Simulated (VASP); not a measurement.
# TaN (P6/mmm) in VASP: further runs

Runs on TaN. Level: PBEsol. Tasks: single point.

Everything below comes from runs of VASP 6.6.1. Logs are shortened: lines on timing, memory, paths and dates and some standing lists are left out, and cuts for length are marked.

### 1 The cell of the first run

The structure is hexagonal, space group P6/mmm (No. 191). The conventional cell has a = 5.085 Å, b = 5.085 Å, c = 2.849 Å, α = 90.00°, β = 90.00°, γ = 120.00°. Ta (site symmetry 6/mmm) has 6 N at 2.54 Å and 14 Ta at 2.85 to 3.26 Å within 3.4 Å. Within 2.7 Å of Ta (site symmetry -6m2) lie 6 N at 2.05 Å. N (site symmetry mmm) has 6 Ta at 2.05 to 2.54 Å and 4 N at 2.54 Å within 2.7 Å.

### 2 Single point, PBEsol

File INCAR:

```
SYSTEM = TaN
PREC = Accurate
ENCUT = 520
EDIFF = 1E-6
ISMEAR = -1
SIGMA = 0.1
LREAL = .FALSE.
LASPH = .TRUE.
NELM = 80
ALGO = Normal
ISIF = 2
LWAVE = .FALSE.
LCHARG = .FALSE.
GGA = PS
NBANDS = 33
```

File KPOINTS:

```
Automatic mesh
0
G
  5 5 8
  0 0 0
```

File POSCAR:

```
TaN
1.0
    5.0850314903      0.0000000000      0.0000000000
   -2.5425157452      4.4037664487      0.0000000000
    0.0000000000      0.0000000000      2.8486364041
Ta N
3 3
Direct
    0.0000000000      0.0000000000      0.0000000000
    0.3333333333      0.6666666667      0.5000000000
    0.6666666667      0.3333333333      0.5000000000
    0.5000000000      0.0000000000      0.0000000000
    0.5000000000      0.5000000000      0.0000000000
    0.0000000000      0.5000000000      0.0000000000
```

Potentials or basis: VASP PAW PBE potentials, release 64 (Ta_pv, N).

On the command line:

```sh
$ cat potpaw_PBE.64/Ta_pv/POTCAR potpaw_PBE.64/N/POTCAR > POTCAR
$ mpirun -np 1 vasp_std > vasp.out
```

OUTCAR:

```text
SYSTEM = TaN
   PREC = Accurate
   ENCUT = 520
   EDIFF = 1E-6
   ISMEAR = -1
   LREAL = .FALSE.
   LASPH = .TRUE.
   NELM = 80
   ISIF = 2
   GGA = PS

 ion  position               nearest neighbor table
   1  0.000  0.000  0.000-   5 2.54   5 2.54   6 2.54   6 2.54   4 2.54   4 2.54   2 3.26   3 3.26
                             2 3.26   3 3.26   2 3.26   2 3.26   3 3.26   3 3.26   2 3.26   3 3.26
   2  0.333  0.667  0.500-   4 2.05   4 2.05   6 2.05   6 2.05   5 2.05   5 2.05   3 2.94   3 2.94
                             3 2.94   1 3.26   1 3.26   1 3.26   1 3.26   1 3.26   1 3.26
   3  0.667  0.333  0.500-   4 2.05   4 2.05   6 2.05   6 2.05   5 2.05   5 2.05   2 2.94   2 2.94
                             2 2.94   1 3.26   1 3.26   1 3.26   1 3.26   1 3.26   1 3.26
   4  0.500  0.000  0.000-   2 2.05   3 2.05   2 2.05   3 2.05   1 2.54   1 2.54
   5  0.500  0.500  0.000-   2 2.05   3 2.05   2 2.05   3 2.05   1 2.54   1 2.54
   6  0.000  0.500  0.000-   2 2.05   3 2.05   2 2.05   3 2.05   1 2.54   1 2.54

  LATTYP: Found a hexagonal cell.
 ALAT       =     5.0850314903
 C/A-ratio  =     0.5602003467

  Lattice vectors:

 A1 = (   5.0850314903,   0.0000000000,   0.0000000000)
 A2 = (  -2.5425157452,   4.4037664487,   0.0000000000)
 A3 = (   0.0000000000,   0.0000000000,   2.8486364041)

Analysis of symmetry for initial positions (statically):
=====================================================================
 Subroutine PRICEL returns:
 Original cell was already a primitive cell.

 Routine SETGRP: Setting up the symmetry group for a
 hexagonal supercell.

 Subroutine GETGRP returns: Found 24 space group operations
 (whereof 24 operations were pure point group operations)
 out of a pool of 24 trial point group operations.

The static configuration has the point symmetry D_6h.

Analysis of symmetry for dynamics (positions and initial velocities):
=====================================================================
 Subroutine PRICEL returns:
 Original cell was already a primitive cell.

 Routine SETGRP: Setting up the symmetry group for a
 hexagonal supercell.

 Subroutine GETGRP returns: Found 24 space group operations
 (whereof 24 operations were pure point group operations)
 out of a pool of 24 trial point group operations.

The dynamic configuration has the point symmetry D_6h.

 Subroutine INISYM returns: Found 24 space group operations
 (whereof 24 operations are pure point group operations),
 and found     1 'primitive' translations

----------------------------------------------------------------------------------------

                                     Primitive cell

  volume of cell :      63.7903

  direct lattice vectors                    reciprocal lattice vectors
     5.085031490  0.000000000  0.000000000     0.196655616  0.113539173  0.000000000
    -2.542515745  4.403766449  0.000000000     0.000000000  0.227078346  0.000000000
     0.000000000  0.000000000  2.848636404     0.000000000  0.000000000  0.351045152

  length of vectors
     5.085031490  5.085031490  2.848636404     0.227078346  0.227078346  0.351045152

  position of ions in fractional coordinates (direct lattice)
     0.000000000  0.000000000  0.000000000
     0.333333333  0.666666667  0.500000000
     0.666666667  0.333333333  0.500000000
     0.500000000  0.000000000  0.000000000
     0.500000000  0.500000000  0.000000000
     0.000000000  0.500000000  0.000000000

  ion indices of the primitive-cell ions
   primitive index   ion index
                 1           1
                 2           2
                 3           3
                 4           4
                 5           5
                 6           6

----------------------------------------------------------------------------------------

 KPOINTS: Automatic mesh

Automatic generation of k-mesh.
 Grid dimensions read from file:
 generate k-points for:    5    5    8

 Generating k-lattice:

  Cartesian coordinates                     Fractional coordinates (reciprocal lattice)
     0.039331123  0.022707835  0.000000000     0.200000000  0.000000000  0.000000000
     0.000000000  0.045415669  0.000000000     0.000000000  0.200000000  0.000000000
     0.000000000  0.000000000  0.043880644     0.000000000  0.000000000  0.125000000

  Length of vectors
     0.045415669  0.045415669  0.043880644

  Shift w.r.t. Gamma in fractional coordinates (k-lattice)
     0.000000000  0.000000000  0.000000000

 Subroutine IBZKPT returns following result:
 ===========================================

 Found     25 irreducible k-points:

 Following reciprocal coordinates:
            Coordinates               Weight
  0.000000  0.000000  0.000000      1.000000
  0.200000  0.000000  0.000000      6.000000
  0.400000 -0.000000  0.000000      6.000000
  0.200000  0.200000  0.000000      6.000000
  0.400000  0.200000  0.000000      6.000000
  0.000000  0.000000  0.125000      2.000000
[... 16 lines left out ...]
[... 21 lines left out ...]
   LREAL  =      F    real-space projection
   EDIFFG = 0.1E-04   stopping-criterion for IOM
   NSW    =      0    number of steps for IOM
   IBRION =     -1    ionic relax: 0-MD 1-quasi-New 2-CG
   NFREE  =      0    steps in history (QN), initial steepest desc. (CG)
   ISIF   =      2    stress and relaxation
   ISYM   =      2    0-nonsym 1-usesym 2-fastsym
   POTIM  = 0.5000    time-step for ionic-motion
   TEBEG  =    0.0;   TEEND  =   0.0 temperature during run
   PSTRESS=    0.0 pullay stress
   NELECT =      48.0000    total number of electrons
   NUPDOWN=      -1.0000    fix difference up-down
   EMIN   =  10.00;   EMAX   =-10.00  energy-range for DOS
   EFERMI =   0.00;   METHOD = LEGACY
   ISMEAR =    -1;   SIGMA  =   0.10  broadening in eV -4-tet -1-fermi 0-gaus
   EFERMI_NEDOS =   21; number of points for ismear=-14 and -15
   IALGO  =     38    algorithm
   IMIX   =      4    mixing-type and parameters
     AMIX     =   0.40;   BMIX     =  1.00
     AMIX_MAG =   1.60;   BMIX_MAG =  1.00
  volume/ion in A,a.u.               =      10.63        71.75
  Fermi-wavevector in a.u.,A,eV,Ry     =   1.489031  2.813860 30.166999  2.217212
  Thomas-Fermi vector in A             =   2.601990
   LORBIT       =      0    0 simple, 1 ext, 2 COOP (PROOUT), +10 PAW based schemes
   GGA     = PS    functional components
   LHFCALC =     F    Hartree Fock is set to
   AEXX    =    0.0000 exact exchange contribution
   IVDW    =     0    specifies the selected vdW correction
   LEPSILON=     F    determine dielectric tensor
   LRPA    =     F    only Hartree local field effects (RPA)
 non-spin polarized calculation
  energy-cutoff  :      520.00
  volume of cell :       63.79
 maximum number of plane-waves:      1763
 NGX is ok and might be reduce to    40
   NGX = 19   NGY = 19   NGZ = 11

 number of electron      47.9999994 magnetization

 Free energy of the ion-electron system (eV)
  ---------------------------------------------------
  ext. energy  EPLUGINS =         0.00000000
  ---------------------------------------------------
  free energy    TOTEN  =       -68.39778123 eV

  energy without entropy =      -68.36993205  energy(sigma->0) =      -68.38385664

 E-fermi :   8.7422     XC(G=0): -13.5285

 val. band max:        8.7003709821   @ k =   0.2000   0.0000   0.3750
 cond. band min:       8.7631199621   @ k =   0.2000   0.0000   0.2500
 fundamental gap:      0.0627489800
 Fermi energy:         8.7421717270

 k-point     1 :       0.0000    0.0000    0.0000
  band No.  band energies     occupation
      1     -27.4305      2.00000
      2     -27.4305      2.00000
      3     -26.9639      2.00000
      4     -26.9639      2.00000
      5     -26.6984      2.00000
      6     -26.5744      2.00000
[... 25 lines left out ...]
     32      12.2769      0.00000
     33      12.2769      0.00000

 k-point     2 :       0.2000    0.0000    0.0000
  band No.  band energies     occupation
      1     -27.4687      2.00000
      2     -27.4106      2.00000
      3     -26.9225      2.00000
      4     -26.9077      2.00000
      5     -26.6831      2.00000
      6     -26.6432      2.00000
[... 25 lines left out ...]
     32      12.4441      0.00000
     33      12.6268      0.00000
[... 754 lines left out ...]
     32      13.2476      0.00000
     33      14.8550      0.00000

 k-point    24 :       0.2000    0.2000    0.5000
  band No.  band energies     occupation
      1     -27.8211      2.00000
      2     -27.6491      2.00000
      3     -27.2646      2.00000
      4     -27.1114      2.00000
      5     -26.8301      2.00000
      6     -26.6551      2.00000
[... 25 lines left out ...]
     32      13.0436      0.00000
     33      14.5844      0.00000

 [... further k-points ...]

------------------------ aborting loop because EDIFF is reached ----------------------------------------

  FORCE on cell =-STRESS in cart. coord.  units (eV):
  Direction    XX          YY          ZZ          XY          YZ          ZX
  --------------------------------------------------------------------------------------
  -------------------------------------------------------------------------------------
  Total        8.9579433      8.9579433     12.2141572     -0.0000000      0.0000000      0.0000000
  in kB      224.9903794    224.9903793    306.7744186     -0.0000000      0.0000000      0.0000000
  external PRESSURE =     252.2517258 kB  Pullay stress =       0.0000000 kB

 VOLUME and BASIS-vectors are now :
 -----------------------------------------------------------------------------
  energy-cutoff  :      520.00
  volume of cell :       63.79
      direct lattice vectors                 reciprocal lattice vectors
     5.085031490  0.000000000  0.000000000     0.196655616  0.113539173  0.000000000
    -2.542515745  4.403766449  0.000000000     0.000000000  0.227078346  0.000000000
     0.000000000  0.000000000  2.848636404     0.000000000  0.000000000  0.351045152

 POSITION                                       TOTAL-FORCE (eV/Angst)
 -----------------------------------------------------------------------------------
      0.00000      0.00000      0.00000        -0.000000     -0.000000      0.000000
     -0.00000      2.93584      1.42432         0.000000     -0.000000     -0.000000
      2.54252      1.46792      1.42432        -0.000000      0.000000      0.000000
      2.54252      0.00000      0.00000        -0.000000     -0.000000      0.000000
      1.27126      2.20188      0.00000        -0.000000     -0.000000      0.000000
     -1.27126      2.20188      0.00000        -0.000000     -0.000000      0.000000
 -----------------------------------------------------------------------------------
    total drift:                               -0.000000      0.000000     -0.000000

  FREE ENERGIE OF THE ION-ELECTRON SYSTEM (eV)
  ---------------------------------------------------
  free  energy   TOTEN  =       -68.3977812299 eV

  energy  without entropy=      -68.3699320452  energy(sigma->0) =      -68.38385664
```

It took 53 s on 1 thread of AMD EPYC 7R13 (Zen 3), shared host; peak memory 0.18 GiB.

What came out:

```yaml
Free_energy: -68.3978 eV
Pressure: 25.2 GPa
Band_gap_on_the_k_mesh: zero (bands 24 and 25 overlap by 2.38 eV)
```

Levels at points of the mesh, in eV from the Fermi level:
```tsv
k point	band 21	band 22	band 23	band 24	band 25	band 26	band 27	band 28
(0.00, 0.00, 0.00)	-3.15	-2.73	-2.26	-1.44	-1.44	0.81	0.81	1.38
(0.00, 0.00, 0.50)	-3.31	-3.31	-2.09	0.93	0.93	1.59	1.98	2.74
```

Caveat: the cell stands under pressure; the PAW data sets were made with another functional, which shifts forces and pressure a little; spin-orbit coupling is left out, which moves the levels of the heavy elements.

### 3 Single point, PBEsol

This run uses another cell than the first one, of 10.86 Å³/atom.

File INCAR:

```
  PREC = Accurate
  ENCUT = 520
  EDIFF = 1E-6
  ISMEAR = -1
  SIGMA = 0.1
  LREAL = False
  LASPH = True
  NELM = 80
  ALGO = Normal
  ISIF = 2
  LWAVE = False
  LCHARG = False
  GGA = PS
  NBANDS = 33
```

File KPOINTS:

```
Automatic mesh
0
Gamma
  5 5 8
```

Changes to POSCAR since step 2:

```diff
@@ -2,5 +2,5 @@
 1.0
-    5.0850314903      0.0000000000      0.0000000000
-   -2.5425157452      4.4037664487      0.0000000000
-    0.0000000000      0.0000000000      2.8486364041
+    5.1208427511      0.0000000000      0.0000000000
+   -2.5604213756      4.4347799102      0.0000000000
+    0.0000000000      0.0000000000      2.8686978849
 Ta N
```

Potentials or basis: VASP PAW PBE potentials, release 64 (Ta_pv, N).

On the command line:

```sh
$ cat potpaw_PBE.64/Ta_pv/POTCAR potpaw_PBE.64/N/POTCAR > POTCAR
$ mpirun -np 1 vasp_std > vasp.out
```

It took 52 s on 1 thread of AMD EPYC 7R13 (Zen 3), shared host; peak memory 0.18 GiB.

Results (log left out):

```yaml
Free_energy: -68.5755 eV
Pressure: 16.6 GPa
Band_gap_on_the_k_mesh: zero (bands 24 and 25 overlap by 2.30 eV)
```

Stress tensor (GPa, compression positive):
```
14.91  0.00  0.00
 0.00 14.91  0.00
 0.00  0.00 19.94
```

Levels at points of the mesh, in eV from the Fermi level:
```
           k point  band 22  band 23  band 24  band 25  band 26  band 27
(0.00, 0.00, 0.00)    -2.65    -2.21    -1.39    -1.39     0.80     0.80
(0.00, 0.00, 0.50)    -3.25    -2.04     0.91     0.91     1.55     1.89
```

Caveat: the cell stands under pressure; the PAW data sets were made with another functional, which shifts forces and pressure a little; spin-orbit coupling is left out, which moves the levels of the heavy elements.

### 4 Single point, PBEsol

This run uses another cell than the first one, of 11.08 Å³/atom.

File INCAR:

```
PREC     = Accurate       # precision mode
ENCUT    = 520            # plane-wave cutoff, eV
EDIFF    = 1E-6           # SCF threshold, eV
ISMEAR   = -1             # smearing method
SIGMA    = 0.1            # smearing width, eV
LREAL    = False          # projectors in reciprocal space
LASPH    = True           # aspherical terms in the spheres
NELM     = 60             # most SCF steps
ALGO     = Normal         # electronic algorithm
ISIF     = 2              # what is computed and relaxed
LWAVE    = False          # write WAVECAR
LCHARG   = False          # write CHGCAR
GGA      = PS             # functional
NBANDS   = 33             # bands
```

File KPOINTS:

```
regular mesh
0
Gamma
  5 5 8
```

Changes to POSCAR since step 3:

```diff
@@ -2,5 +2,5 @@
 1.0
-    5.1208427511      0.0000000000      0.0000000000
-   -2.5604213756      4.4347799102      0.0000000000
-    0.0000000000      0.0000000000      2.8686978849
+    5.1561600241      0.0000000000      0.0000000000
+   -2.5780800120      4.4653655658      0.0000000000
+    0.0000000000      0.0000000000      2.8884826334
 Ta N
```

On the command line:

```sh
$ cat potpaw_PBE.64/Ta_pv/POTCAR potpaw_PBE.64/N/POTCAR > POTCAR
$ mpirun -np 1 vasp_std > vasp.out
```

Run time: 55 s. Hardware: 1 thread of AMD EPYC 7R13 (Zen 3), shared host; peak memory 0.18 GiB.

Results (log left out):

- Free energy: -68.6838 eV
- Pressure: 8.8 GPa
- Band gap on the k mesh: zero (bands 24 and 25 overlap by 2.22 eV)

Stress tensor (GPa, compression positive):
```
 8.08  0.00  0.00
 0.00  8.08  0.00
 0.00  0.00 10.28
```

Levels at points of the mesh, in eV from the Fermi level:
```csv
k point,band 22,band 23,band 24,band 25,band 26,band 27
"(0.00, 0.00, 0.00)",-2.58,-2.16,-1.34,-1.34,0.79,0.79
"(0.00, 0.00, 0.50)",-3.18,-1.98,0.88,0.88,1.51,1.80
```

Caveat: the cell stands under pressure; the PAW data sets were made with another functional, which shifts forces and pressure a little; spin-orbit coupling is left out, which moves the levels of the heavy elements.

### 5 Single point, PBEsol

This run uses another cell than the first one, of 11.31 Å³/atom.

File INCAR:

```
  PREC = Accurate
  ENCUT = 520
  EDIFF = 1E-7
  ISMEAR = -1
  SIGMA = 0.1
  LREAL = F
  LASPH = T
  NELM = 60
  ALGO = Normal
  ISIF = 2
  LWAVE = F
  LCHARG = F
  GGA = PS
  NBANDS = 33
```

KPOINTS is that of step 4.

Changes to POSCAR since step 4:

```diff
@@ -2,5 +2,5 @@
 1.0
-    5.1561600241      0.0000000000      0.0000000000
-   -2.5780800120      4.4653655658      0.0000000000
-    0.0000000000      0.0000000000      2.8884826334
+    5.1910000000      0.0000000000      0.0000000000
+   -2.5955000000      4.4955378700      0.0000000000
+    0.0000000000      0.0000000000      2.9080000000
 Ta N
```

On the command line:

```sh
$ cat potpaw_PBE.64/Ta_pv/POTCAR potpaw_PBE.64/N/POTCAR > POTCAR
$ mpirun -np 1 vasp_std > vasp.out
```

Run time: 66 s. Hardware: 1 thread of AMD EPYC 7R13 (Zen 3), shared host; peak memory 0.18 GiB.

It converged, with:

```yaml
Free_energy: -68.7295 eV
Pressure: 1.8 GPa
Band_gap_on_the_k_mesh: zero (bands 24 and 25 overlap by 2.15 eV)
```

Stress tensor (GPa, compression positive):
```
1.94 0.00 0.00
0.00 1.94 0.00
0.00 0.00 1.58
```

Levels at points of the mesh, in eV from the Fermi level:
```csv
k point,band 21,band 22,band 23,band 24,band 25,band 26,band 27,band 28
"(0.00, 0.00, 0.00)",-3.02,-2.51,-2.11,-1.30,-1.30,0.78,0.78,1.19
"(0.00, 0.00, 0.50)",-3.12,-3.12,-1.93,0.86,0.86,1.46,1.72,2.51
```

Caveat: the PAW data sets were made with another functional, which shifts forces and pressure a little; spin-orbit coupling is left out, which moves the levels of the heavy elements.

### 6 Single point, PBEsol

This run uses another cell than the first one, of 11.54 Å³/atom.

File INCAR:

```
SYSTEM = TaN
PREC = Accurate
ENCUT = 520
EDIFF = 1E-6
ISMEAR = -1
SIGMA = 0.1
LREAL = .FALSE.
LASPH = .TRUE.
NELM = 60
ALGO = Normal
ISIF = 2
LWAVE = .FALSE.
LCHARG = .TRUE.
GGA = PS
LELF = .TRUE.
LVHAR = .TRUE.
NBANDS = 33
```

File KPOINTS:

```
regular mesh
0
G
  5 5 8
  0 0 0
```

Changes to POSCAR since step 5:

```diff
@@ -2,5 +2,5 @@
 1.0
-    5.1910000000      0.0000000000      0.0000000000
-   -2.5955000000      4.4955378700      0.0000000000
-    0.0000000000      0.0000000000      2.9080000000
+    5.2253784853      0.0000000000      0.0000000000
+   -2.6126892427      4.5253105116      0.0000000000
+    0.0000000000      0.0000000000      2.9272588394
 Ta N
```

Potentials or basis: VASP PAW PBE potentials, release 64 (Ta_pv, N).

On the command line:

```sh
$ cat potpaw_PBE.64/Ta_pv/POTCAR potpaw_PBE.64/N/POTCAR > POTCAR
$ mpirun -np 1 vasp_std > vasp.out
```

It took 54 s on 1 thread of AMD EPYC 7R13 (Zen 3), shared host; peak memory 0.18 GiB.

Results (log left out):

```yaml
Free_energy: -68.7191 eV
Pressure: -4.5 GPa
Band_gap_on_the_k_mesh: zero (bands 24 and 25 overlap by 2.08 eV)
```

Stress tensor (GPa, compression positive):
```
-3.58  0.00  0.00
 0.00 -3.58  0.00
 0.00  0.00 -6.23
```

Levels at points of the mesh, in eV from the Fermi level:
```tsv
k point	band 21	band 22	band 23	band 24	band 25	band 26	band 27	band 28
(0.00, 0.00, 0.00)	-2.98	-2.44	-2.06	-1.25	-1.25	0.77	0.77	1.13
(0.00, 0.00, 0.50)	-3.06	-3.06	-1.88	0.83	0.83	1.43	1.65	2.44
```

Caveat: the cell stands under tension; the PAW data sets were made with another functional, which shifts forces and pressure a little; spin-orbit coupling is left out, which moves the levels of the heavy elements.

### 7 The runs side by side

| cell | gap on the mesh (eV) | pressure (GPa) |
| --- | --- | --- |
| a = 5.085, b = 5.085, c = 2.849 Å, angles 90.0, 90.0, 120.0°, 6 atoms | none | 25.2 |
| a = 5.121, b = 5.121, c = 2.869 Å, angles 90.0, 90.0, 120.0°, 6 atoms | none | 16.6 |
| a = 5.156, b = 5.156, c = 2.888 Å, angles 90.0, 90.0, 120.0°, 6 atoms | none | 8.8 |
| a = 5.191, b = 5.191, c = 2.908 Å, angles 90.0, 90.0, 120.0°, 6 atoms | none | 1.8 |
| a = 5.225, b = 5.225, c = 2.927 Å, angles 90.0, 90.0, 120.0°, 6 atoms | none | -4.5 |

Alike in all rows: task single point; level PBEsol; potentials or basis VASP PAW PBE potentials, release 64 (Ta_pv, N); no spin polarisation; k mesh 5 × 5 × 8; cutoff (eV) 520; smearing fermi-dirac 0.1 eV.

Caveats: the PAW data sets were made with another functional, which shifts forces and pressure a little; spin-orbit coupling is left out, which moves the levels of the heavy elements; the cell stands under pressure (at least some runs); the cell stands under tension (at least some runs).

Absolute energies hang on the potentials; compare differences alone.
